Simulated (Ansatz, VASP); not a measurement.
# SnS2 in VASP and in Ansatz

Contents of INCAR:

```
ALGO = Normal ; EDIFF = 1E-6
ENCUT = 500 ; GGA = PE
GGA_COMPAT = False ; ISIF = 2
ISMEAR = 0 ; LASPH = True
LCHARG = False ; LREAL = False
LWAVE = False ; NBANDS = 20
NELM = 120 ; PREC = Accurate
SIGMA = 0.01
```

Contents of KPOINTS:

```
k-points
0
Gamma
  6 6 4
```

Contents of POSCAR:

```
SnS2
1.0
    3.6390000000      0.0000000000      0.0000000000
   -1.8195000000      3.1514664444      0.0000000000
    0.0000000000      0.0000000000      5.8680000000
Sn S
1 2
Direct
    0.0000000000      0.0000000000      0.0000000000
    0.3333330000      0.6666670000      0.2500000000
    0.6666670000      0.3333330000      0.7500000000
```

Input for Ansatz:

```yaml
crystal:
  lattice:
    - [3.639, 0.0, 0.0]
    - [-1.819499999999999, 3.151466444371572, 0.0]
    - [0.0, 0.0, 5.868]
  atoms:
    - { symbol: Sn, position: [0.0, 0.0, 0.0] }
    - { symbol: S, position: [0.33333299999999993, 0.6666669999999999, 0.25] }
    - { symbol: S, position: [0.666667, 0.333333, 0.7499999999999999] }
basis:
  ecutwfc: 476.19925930478996
kpoints:
  mp_grid:
    grid: [6, 6, 4]
    shift: [0.0, 0.0, 0.0]
hamiltonian:
  xc: pbe
scf:
  occupations:
    method: fixed
output:
  eigenvalues: true
```

Alike in both runs: task single point; functional PBE; k mesh 6 × 6 × 4; no spin polarisation.

|  | VASP | Ansatz |
| --- | --- | --- |
| version | VASP 6.6.1 | Ansatz 0.2.0 |
| potentials or method | VASP PAW PBE potentials, release 64 (Sn_d, S), cutoff 500 eV | plane waves, PAW |
| occupations | gaussian, width 0.01 eV | fixed |
| valence electrons in the cell | 26 | 26 |

Ansatz gave:

* gap on the k mesh at the Fermi level (eV): 1.47

Problem. Which values does VASP return?

Solution. gap on the k mesh at the Fermi level (eV): 1.48.

Ansatz's warnings: structure snapped to symmetry.
